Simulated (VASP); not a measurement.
# ZnO (P6_3/mmc) in VASP: a series of runs

ZnO is run at these levels: PBE+D3(BJ); tasks: single point.

Program: VASP 6.6.1. These are calculated values, not measurements. Logs are shortened: lines on timing, memory, paths and dates and some standing lists are left out, and cuts for length are marked.

## 1. The cell of the first run

It takes space group P6_3/mmc (No. 194, hexagonal). The conventional cell has a = 3.448 Å, b = 3.448 Å, c = 5.535 Å, α = 90.00°, β = 90.00°, γ = 120.00°. Within 2.6 Å of Zn (site symmetry -6m2) lie 3 O at 1.99 Å. Within 2.6 Å of O (site symmetry -6m2) lie 3 Zn at 1.99 Å.

## 2. Single point, PBE+D3(BJ)

The input, INCAR:

```
PREC = Accurate
ENCUT = 520
EDIFF = 1E-6
ISMEAR = 0
SIGMA = 0.05
LREAL = False
LASPH = True
NELM = 100
ALGO = Normal
ISIF = 2
LWAVE = False
LCHARG = False
GGA = PE
IVDW = 12
NBANDS = 26
```

The input, KPOINTS:

```
regular mesh
0
Gamma
  12 12 6
```

The input, POSCAR:

```
ZnO
1.0
    3.4480995154      0.0000000000      0.0000000000
   -1.7240497576      2.9861417751      0.0000000000
    0.0000000000      0.0000000000      5.5354131876
Zn O
2 2
Direct
    0.0000000000      0.0000000000      0.7500000000
    0.0000000000      0.0000000000      0.2500000000
    0.3333333333      0.6666666667      0.2500000000
    0.6666666667      0.3333333333      0.7500000000
```

Potentials or basis: VASP PAW PBE potentials, release 64 (Zn, O).

Launch:

```sh
cat potpaw_PBE.64/Zn/POTCAR potpaw_PBE.64/O/POTCAR > POTCAR
mpirun -np 1 vasp_std > vasp.out
```

OUTCAR:

```text
PREC = Accurate
   ENCUT = 520
   EDIFF = 1E-6
   ISMEAR = 0
   LREAL = False
   LASPH = True
   NELM = 100
   ISIF = 2
   GGA = PE
   IVDW = 12
 IVDW          = 12

 ion  position               nearest neighbor table
   1  0.000  0.000  0.750-   4 1.99   4 1.99   4 1.99   2 2.77   2 2.77
   2  0.000  0.000  0.250-   3 1.99   3 1.99   3 1.99   1 2.77   1 2.77
   3  0.333  0.667  0.250-   2 1.99   2 1.99   2 1.99
   4  0.667  0.333  0.750-   1 1.99   1 1.99   1 1.99

  LATTYP: Found a hexagonal cell.
 ALAT       =     3.4480995154
 C/A-ratio  =     1.6053519230

  Lattice vectors:

 A1 = (   3.4480995154,   0.0000000000,   0.0000000000)
 A2 = (  -1.7240497576,   2.9861417751,   0.0000000000)
 A3 = (   0.0000000000,   0.0000000000,   5.5354131876)

Analysis of symmetry for initial positions (statically):
=====================================================================
 Subroutine PRICEL returns:
 Original cell was already a primitive cell.

 Routine SETGRP: Setting up the symmetry group for a
 hexagonal supercell.

 Subroutine GETGRP returns: Found 24 space group operations
 (whereof 12 operations were pure point group operations)
 out of a pool of 24 trial point group operations.

The static configuration has the point symmetry D_3d.
 The point group associated with its full space group is D_6h.

Analysis of symmetry for dynamics (positions and initial velocities):
=====================================================================
 Subroutine PRICEL returns:
 Original cell was already a primitive cell.

 Routine SETGRP: Setting up the symmetry group for a
 hexagonal supercell.

 Subroutine GETGRP returns: Found 24 space group operations
 (whereof 12 operations were pure point group operations)
 out of a pool of 24 trial point group operations.

The dynamic configuration has the point symmetry D_3d.
 The point group associated with its full space group is D_6h.

 Subroutine INISYM returns: Found 24 space group operations
 (whereof 12 operations are pure point group operations),
 and found     1 'primitive' translations

----------------------------------------------------------------------------------------

                                     Primitive cell

  volume of cell :      56.9955

  direct lattice vectors                    reciprocal lattice vectors
     3.448099515  0.000000000  0.000000000     0.290014832  0.167440141  0.000000000
    -1.724049758  2.986141775  0.000000000     0.000000000  0.334880282  0.000000000
     0.000000000  0.000000000  5.535413188     0.000000000  0.000000000  0.180654987

  length of vectors
     3.448099515  3.448099515  5.535413188     0.334880282  0.334880282  0.180654987

  position of ions in fractional coordinates (direct lattice)
     0.000000000  0.000000000  0.750000000
     0.000000000  0.000000000  0.250000000
     0.333333333  0.666666667  0.250000000
     0.666666667  0.333333333  0.750000000

  ion indices of the primitive-cell ions
   primitive index   ion index
                 1           1
                 2           2
                 3           3
                 4           4

----------------------------------------------------------------------------------------

 KPOINTS: regular mesh

Automatic generation of k-mesh.
 Grid dimensions read from file:
 generate k-points for:   12   12    6

 Generating k-lattice:

  Cartesian coordinates                     Fractional coordinates (reciprocal lattice)
     0.024167903  0.013953345  0.000000000     0.083333333  0.000000000  0.000000000
     0.000000000  0.027906690  0.000000000     0.000000000  0.083333333  0.000000000
     0.000000000  0.000000000  0.030109165     0.000000000  0.000000000  0.166666667

  Length of vectors
     0.027906690  0.027906690  0.030109165

  Shift w.r.t. Gamma in fractional coordinates (k-lattice)
     0.000000000  0.000000000  0.000000000

 Subroutine IBZKPT returns following result:
 ===========================================

 Found     76 irreducible k-points:

 Following reciprocal coordinates:
            Coordinates               Weight
  0.000000  0.000000  0.000000      1.000000
  0.083333  0.000000  0.000000      6.000000
  0.166667  0.000000  0.000000      6.000000
  0.250000 -0.000000  0.000000      6.000000
  0.333333 -0.000000  0.000000      6.000000
  0.416667 -0.000000  0.000000      6.000000
[... 16 lines left out ...]
  0.250000 -0.000000  0.166667     12.000000
  0.333333 -0.000000  0.166667     12.000000
 [... further k-points ...]
   k-points           NKPTS =     76   k-points in BZ     NKDIM =     76   number of bands    NBANDS=     26
   number of dos      NEDOS =    301   number of ions     NIONS =      4
   total plane-waves  NPLWV =  32928
   dimension x,y,z NGX =    28 NGY =   28 NGZ =   42
   dimension x,y,z NGXF=    56 NGYF=   56 NGZF=   84
   ions per type =               2   2
   NGX,Y,Z   is equivalent  to a cutoff of  13.50, 13.50, 12.61 a.u.
   NGXF,Y,Z  is equivalent  to a cutoff of  27.00, 27.00, 25.23 a.u.
 SYSTEM =  unknown system
   PREC   = accura    normal or accurate (medium, high low for compatibility)
   ISTART =      0    job   : 0-new  1-cont  2-samecut
   ICHARG =      2    charge: 1-file 2-atom 10-const
   ISPIN  =      1    spin polarized calculation?
   LNONCOLLINEAR =      F non collinear calculations
   LSORBIT =      F    spin-orbit coupling
   LASPH  =      T    aspherical Exc in radial PAW
   ENCUT  =  520.0 eV  38.22 Ry    6.18 a.u.   6.41  6.41 10.29*2*pi/ulx,y,z
   NELM   =    100;   NELMIN=  2; NELMDL= -5     # of ELM steps
   EDIFF  = 0.1E-05   stopping-criterion for ELM
   LREAL  =      F    real-space projection
   EDIFFG = 0.1E-04   stopping-criterion for IOM
   NSW    =      0    number of steps for IOM
   IBRION =     -1    ionic relax: 0-MD 1-quasi-New 2-CG
   NFREE  =      0    steps in history (QN), initial steepest desc. (CG)
   ISIF   =      2    stress and relaxation
   ISYM   =      2    0-nonsym 1-usesym 2-fastsym
   POTIM  = 0.5000    time-step for ionic-motion
   TEBEG  =    0.0;   TEEND  =   0.0 temperature during run
   PSTRESS=    0.0 pullay stress
   NELECT =      36.0000    total number of electrons
   NUPDOWN=      -1.0000    fix difference up-down
   EMIN   =  10.00;   EMAX   =-10.00  energy-range for DOS
   EFERMI =   0.00;   METHOD = LEGACY
   ISMEAR =     0;   SIGMA  =   0.05  broadening in eV -4-tet -1-fermi 0-gaus
   EFERMI_NEDOS =   21; number of points for ismear=-14 and -15
   IALGO  =     38    algorithm
   IMIX   =      4    mixing-type and parameters
     AMIX     =   0.40;   BMIX     =  1.00
     AMIX_MAG =   1.60;   BMIX_MAG =  1.00
  volume/ion in A,a.u.               =      14.25        96.16
  Fermi-wavevector in a.u.,A,eV,Ry     =   1.404631  2.654368 26.844134  1.972988
  Thomas-Fermi vector in A             =   2.527173
   LORBIT       =      0    0 simple, 1 ext, 2 COOP (PROOUT), +10 PAW based schemes
   GGA     = PE    functional components
   LHFCALC =     F    Hartree Fock is set to
   AEXX    =    0.0000 exact exchange contribution
   IVDW    =    12    specifies the selected vdW correction
   LEPSILON=     F    determine dielectric tensor
   LRPA    =     F    only Hartree local field effects (RPA)
 non-spin polarized calculation
 Gauss-broadening in eV      SIGMA  =   0.05
  energy-cutoff  :      520.00
  volume of cell :       57.00
 maximum number of plane-waves:      1562
 NGX is ok and might be reduce to    28

 number of electron      35.9999986 magnetization

 Free energy of the ion-electron system (eV)
  ---------------------------------------------------
  ext. energy  EPLUGINS =         0.00000000
  ---------------------------------------------------
  free energy    TOTEN  =       -16.45757219 eV

  energy without entropy =      -16.45757219  energy(sigma->0) =      -16.45757219

 E-fermi :  -0.2878     XC(G=0): -10.0289

 val. band max:       -0.4792404259   @ k =   0.0000   0.0000   0.0000
 cond. band min:      -0.1098215963   @ k =   0.0000   0.0000   0.0000
 fundamental gap:      0.3694188296
 Fermi energy:        -0.2878485574

 k-point     1 :       0.0000    0.0000    0.0000
  band No.  band energies     occupation
      1     -17.1386      2.00000
      2     -16.7344      2.00000
      3      -6.0594      2.00000
      4      -6.0594      2.00000
      5      -5.9440      2.00000
      6      -5.9440      2.00000
[... 18 lines left out ...]
     25      13.1841      0.00000
     26      14.7802      0.00000

 k-point     2 :       0.0833    0.0000    0.0000
  band No.  band energies     occupation
      1     -17.1096      2.00000
      2     -16.7179      2.00000
      3      -6.0629      2.00000
      4      -6.0238      2.00000
      5      -5.9581      2.00000
      6      -5.9102      2.00000
[... 18 lines left out ...]
     25      13.3657      0.00000
     26      15.4793      0.00000

 k-point     3 :       0.1667    0.0000    0.0000
  band No.  band energies     occupation
      1     -17.0286      2.00000
      2     -16.6736      2.00000
      3      -6.0608      2.00000
      4      -5.9788      2.00000
      5      -5.9213      2.00000
      6      -5.8603      2.00000
[... 18 lines left out ...]
     25      13.8824      0.00000
     26      14.2047      0.00000

 k-point     4 :       0.2500   -0.0000    0.0000
  band No.  band energies     occupation
      1     -16.9123      2.00000
      2     -16.6159      2.00000
      3      -6.0274      2.00000
      4      -5.9802      2.00000
      5      -5.8019      2.00000
      6      -5.7664      2.00000
[... 18 lines left out ...]
     25      12.9273      0.00000
     26      14.6501      0.00000
[... 496 lines left out ...]
      1     -17.0057      2.00000
      2     -16.6982      2.00000
      3      -6.0564      2.00000
      4      -5.9814      2.00000
      5      -5.9146      2.00000
      6      -5.8217      2.00000
[... 18 lines left out ...]
     25      13.4530      0.00000
     26      13.4695      0.00000

 k-point    23 :       0.2500   -0.0000    0.1667
  band No.  band energies     occupation
      1     -16.8930      2.00000
      2     -16.6362      2.00000
      3      -6.0269      2.00000
      4      -5.9794      2.00000
      5      -5.7608      2.00000
      6      -5.7555      2.00000
[... 18 lines left out ...]
     25      12.7829      0.00000
     26      13.9254      0.00000

 k-point    24 :       0.3333   -0.0000    0.1667
  band No.  band energies     occupation
      1     -16.7716      2.00000
      2     -16.5794      2.00000
      3      -5.9716      2.00000
      4      -5.9282      2.00000
      5      -5.7265      2.00000
      6      -5.6171      2.00000
[... 18 lines left out ...]
     25      12.1929      0.00000
     26      14.1602      0.00000

 [... further k-points ...]

------------------------ aborting loop because EDIFF is reached ----------------------------------------

 Edisp (eV)   -0.75433

 E8    (eV) :    -0.2877

  FORCE on cell =-STRESS in cart. coord.  units (eV):
  Direction    XX          YY          ZZ          XY          YZ          ZX
  --------------------------------------------------------------------------------------
  -------------------------------------------------------------------------------------
  Total      -6.96679    -6.96679     1.21864    -0.00000    -0.00000    -0.00000
  in kB    -195.84072  -195.84072    34.25669    -0.00000    -0.00000    -0.00000
  external pressure =     -119.14 kB  Pullay stress =        0.00 kB

 VOLUME and BASIS-vectors are now :
 -----------------------------------------------------------------------------
  energy-cutoff  :      520.00
  volume of cell :       57.00
      direct lattice vectors                 reciprocal lattice vectors
     3.448099515  0.000000000  0.000000000     0.290014832  0.167440141  0.000000000
    -1.724049758  2.986141775  0.000000000     0.000000000  0.334880282  0.000000000
     0.000000000  0.000000000  5.535413188     0.000000000  0.000000000  0.180654987

 POSITION                                       TOTAL-FORCE (eV/Angst)
 -----------------------------------------------------------------------------------
      0.00000      0.00000      4.15156        -0.000000      0.000000      0.000000
      0.00000      0.00000      1.38385         0.000000     -0.000000      0.000000
     -0.00000      1.99076      1.38385        -0.000000      0.000000     -0.000000
      1.72405      0.99538      4.15156         0.000000     -0.000000      0.000000
 -----------------------------------------------------------------------------------
    total drift:                                0.000000     -0.000000      0.000000

  FREE ENERGIE OF THE ION-ELECTRON SYSTEM (eV)
  ---------------------------------------------------
  free  energy   TOTEN  =       -17.2119032796 eV

  energy  without entropy=      -17.2119032794  energy(sigma->0) =      -17.21190328
```

Wall time 2.9 min (1 thread of Intel Xeon 8259CL, shared host); peak memory 0.24 GiB.

What came out:

* Free energy: -17.2119 eV
* Pressure: -11.9 GPa
* Band gap on the k mesh: 0.37 eV
* Dispersion energy per atom: -0.189 eV

Caveat: the stress differs along the axes, from -20 to 3 GPa; semilocal functionals underestimate gaps, and a narrow one can read as zero.

## 3. Single point, PBE+D3(BJ)

This run uses another cell than the first one, of the same volume but with other edges.

The input, INCAR:

```
ALGO     = Normal         # electronic algorithm
EDIFF    = 1E-7           # SCF threshold, eV
ENCUT    = 520            # plane-wave cutoff, eV
GGA      = PE             # functional
ISIF     = 2              # what is computed and relaxed
ISMEAR   = 0              # smearing method
IVDW     = 12             # dispersion correction
LASPH    = T              # aspherical terms in the spheres
LCHARG   = F              # write CHGCAR
LREAL    = F              # projectors in reciprocal space
LWAVE    = F              # write WAVECAR
NBANDS   = 26             # bands
NELM     = 60             # most SCF steps
PREC     = Accurate       # precision mode
SIGMA    = 0.05           # smearing width, eV
```

The input, KPOINTS:

```
k-points
0
Gamma
  12 12 6
```

The input, POSCAR:

```
ZnO
1.0
    3.0736825960      0.0000000000      0.0000000000
   -1.5368412980      2.6618872113      0.0000000000
    0.0000000000      0.0000000000      6.9661302580
Zn O
2 2
Direct
    0.0000000000      0.0000000000      0.7500000000
    0.0000000000      0.0000000000      0.2500000000
    0.3333333333      0.6666666667      0.2500000000
    0.6666666667      0.3333333333      0.7500000000
```

Potentials or basis: VASP PAW PBE potentials, release 64 (Zn, O).

Launch:

```sh
cat potpaw_PBE.64/Zn/POTCAR potpaw_PBE.64/O/POTCAR > POTCAR
mpirun -np 1 vasp_std > vasp.out
```

Wall time 2.6 min (1 thread of Intel Xeon 8259CL, shared host); peak memory 0.25 GiB.

Results (log left out):

| Quantity | Value |
| --- | --- |
| Free energy | -16.7962 eV |
| Pressure | 24.9 GPa |
| Band gap on the k mesh | 0.79 eV |
| Dispersion energy per atom | -0.184 eV |

Stress tensor (GPa, compression positive):
```
38.28  0.00  0.00
 0.00 38.28  0.00
 0.00  0.00 -1.88
```

Levels at points of the mesh, in eV from the valence-band top:
| k point | band 15 | band 16 | band 17 | band 18 | band 19 | band 20 | band 21 | band 22 |
| --- | --- | --- | --- | --- | --- | --- | --- | --- |
| (0.00, 0.00, 0.00) | -0.01 | -0.01 | 0.00 | 0.00 | 0.79 | 3.85 | 4.79 | 11.00 |
| (0.50, 0.00, 0.00) | -2.53 | -2.45 | -1.71 | -1.64 | 4.50 | 6.02 | 6.42 | 8.45 |
| (0.00, 0.00, 0.50) | -0.01 | -0.01 | -0.01 | -0.01 | 1.97 | 1.97 | 7.26 | 7.26 |
| (0.50, 0.00, 0.50) | -2.49 | -2.49 | -1.64 | -1.64 | 4.98 | 4.98 | 7.76 | 7.76 |

Caveat: the stress differs along the axes, from -2 to 38 GPa; semilocal functionals underestimate gaps, and a narrow one can read as zero.

[end of part 1 of 2]
